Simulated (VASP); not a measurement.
## HfO2: single point with PBEsol

Crystal: HfO2.

```xyz
3
Lattice="0.0000 2.5575 2.5575 2.5575 0.0000 2.5575 2.5575 2.5575 0.0000" Properties=species:S:1:pos:R:3 pbc="T T T"
Hf    0.0000    0.0000    0.0000
O     3.8363    3.8363    3.8363
O     1.2788    1.2788    1.2788
```

| Quantity | Value |
| --- | --- |
| Program | VASP 6.6.1 |
| Task | single point |
| Functional | PBEsol |
| Potentials or basis | VASP PAW PBE potentials, release 64 (Hf_pv, O) |
| Cutoff | 520 eV |
| k mesh | 7 × 7 × 7 |
| Occupations | fermi-dirac, width 0.05 eV |
| Spin | non-collinear spin, zero start, spin-orbit coupling |
| Starting moments | [[0.0, 0.0, 0.0], [0.0, 0.0, 0.0], [0.0, 0.0, 0.0]] μB |

```json
{"Pressure": "-13.4 GPa", "Net moment": "0.00 μB per cell", "Valence electrons inside the program's atomic spheres": "Hf 8.23; O 5.07"}
```

Moments on the atoms (μB; x, y, z):
```
Hf  0.00 0.00 0.00
O   0.00 0.00 0.00
O   0.00 0.00 0.00
```

It took 87 s on 1 thread of Intel Xeon 8259CL (shared host), peak memory 0.26 GiB.

Caveat: the PAW data sets were made with another functional, which shifts forces and pressure a little.
